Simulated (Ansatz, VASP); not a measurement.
# One calculation of SbS3, two programs

```
Sb S
1.0
     5.07952    0.00000    0.00000
     0.00000    5.07952    0.00000
     0.00000    0.00000    5.07952
Sb S
1 3
Direct
  0.00000 0.00000 0.00000
  0.50000 0.00000 0.00000
  0.00000 0.50000 0.00000
  0.00000 0.00000 0.50000
```

Alike in both runs: functional PBE; k mesh 4 × 4 × 4; occupations gaussian, width 0.1 eV; no spin polarisation.

Ansatz relaxed the structure, and its values are those at the end. VASP's run is a single point on that final structure, the one shown.

```csv
,VASP,Ansatz
version,VASP 6.6.1,Ansatz 0.2.0
potentials or method,"VASP PAW PBE potentials, release 64 (Sb, S), cutoff 520 eV","scalar-relativistic, plane waves, PAW"
valence electrons in the cell,23,33
```

Ansatz gave:

```
gap on the k mesh at the Fermi level (eV) : none
pressure (GPa)                            : -0.2
```

**Question.** Which values does VASP return?

**Answer.** gap on the k mesh at the Fermi level (eV): none; pressure (GPa): -0.3.

A gap of «none» marks a metal or a gap that the smearing closes. VASP's potentials hold 23 valence electrons a cell and Ansatz's 33, so a difference there can come from the potentials and not from the codes.

Neither program's run includes spin-orbit coupling.
